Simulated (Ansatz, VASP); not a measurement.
# PbSe in VASP and in Ansatz

The input INCAR:

```
SYSTEM = PbSe
ALGO = Normal ; EDIFF = 1E-6
ENCUT = 520 ; GGA = PE
ISIF = 2 ; ISMEAR = 0
IVDW = 12 ; LASPH = .True.
LCHARG = .False. ; LREAL = .False.
LWAVE = .False. ; NBANDS = 17
NELM = 80 ; PREC = Accurate
SIGMA = 0.03
```

Contents of KPOINTS:

```
k-points
0
Gamma
  10 10 10
  0 0 0
```

The input POSCAR:

```
PbSe
1.0
    0.0000000000      3.1119304857      3.2653486587
    3.1119304857      0.0000000000      3.2653486587
    3.1119304857      3.1119304857      0.0000000000
Pb Se
1 1
Direct
    0.0000000000      0.0000000000      0.0000000000
    0.5000000000      0.5000000000      0.5000000000
```

Input for Ansatz:

```yaml
crystal:
  lattice:
    - [0.0, 3.1119304857, 3.2653486587]
    - [3.1119304857, 0.0, 3.2653486587]
    - [3.1119304857, 3.1119304857, 0.0]
  atoms:
    - { symbol: Pb, position: [0.0, 0.0, 0.0] }
    - { symbol: Se, position: [0.5, 0.5, 0.5] }
basis:
  ecutwfc: 420
kpoints:
  mp_grid: { grid: [10, 10, 10] }
hamiltonian:
  xc: pbe
  dispersion: d3bj
scf:
  occupations: { method: gaussian, width: 0.03 }
output:
  forces: true
  stress: true
  eigenvalues: true
```

Alike in both runs: task single point; functional PBE; dispersion D3(BJ); k mesh 10 × 10 × 10; occupations gaussian, width 0.03 eV; no spin polarisation.

|  | VASP | Ansatz |
| --- | --- | --- |
| version | VASP 6.6.1 | Ansatz 0.2.0 |
| potentials or method | VASP PAW PBE potentials, release 64 (Pb_d, Se), cutoff 520 eV | scalar-relativistic, plane waves, PAW |
| valence electrons in the cell | 20 | 30 |

```tsv
	VASP	Ansatz	Ansatz less VASP
gap on the k mesh at the Fermi level (eV)	0.53	0.52	-0.004
least direct gap on the mesh (eV)	0.53	0.52	-0.004
pressure (GPa)	-2.5	-2.4	+0.02
traceless stress, the component that is largest in VASP (GPa)	-2.35	-2.34	+0.008
```

VASP's potentials hold 20 valence electrons a cell and Ansatz's 30, so a difference there can come from the potentials and not from the codes. Ansatz's warnings: dispersion switch in reach.

Neither program's run includes spin-orbit coupling.
